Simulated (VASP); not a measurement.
Runs of VASP 6.6.1 on CuI (Marshite). The structure is that of space group F-43m (No. 216), or close to it. The cells are those of the table. 

```csv
level,cell,k mesh,gap on the mesh (eV),pressure (GPa)
r2SCAN,"a = 4.217 Å, angles 60.0°, 2 atoms",6 × 6 × 6,1.77,1.4
r2SCAN,"a = 4.302 Å, angles 60.0°, 2 atoms",6 × 6 × 6,(c),-1.2
r2SCAN,"a = 4.260 Å, angles 60.0°, 2 atoms",8 × 8 × 8,1.67,-0.1
r2SCAN,"a = 4.343 Å, angles 60.0°, 2 atoms",6 × 6 × 6,1.51,-2.2
r2SCAN,"a = 4.260 Å, angles 60.0°, 2 atoms",6 × 6 × 6,1.67,-0.1
PBE,"a = 4.341 Å, angles 60.0°, 2 atoms",6 × 6 × 6,(a),-0.7
PBE,"a = 4.255 Å, angles 60.0°, 2 atoms",6 × 6 × 6,1.20,(b)
r2SCAN,"a = 4.173 Å, angles 60.0°, 2 atoms",6 × 6 × 6,1.87,3.1
PBE,"a = 4.211 Å, angles 60.0°, 2 atoms",6 × 6 × 6,1.29,2.9
PBE,"a = 4.260 Å, angles 60.0°, 2 atoms",8 × 8 × 8,1.20,1.2
PBE,"a = 4.383 Å, angles 60.0°, 2 atoms",6 × 6 × 6,0.98,-1.6
PBE,"a = 4.298 Å, angles 60.0°, 2 atoms",6 × 6 × 6,1.12,0.0
```

Alike in all rows: task single point; potentials or basis VASP PAW PBE potentials, release 64 (Cu, I); no spin polarisation; cutoff (eV) 520; smearing gaussian 0.01 eV.

Q: Fill in the values left out.

A: (a) 1.05; (b) 1.3; (c) 1.58.

Caveats: spin-orbit coupling is left out, which moves the levels of the heavy elements; the PAW data sets were made with another functional, which shifts forces and pressure a little (some runs).

A k mesh can miss the band edges, and the runs leave out spin-orbit coupling on I.
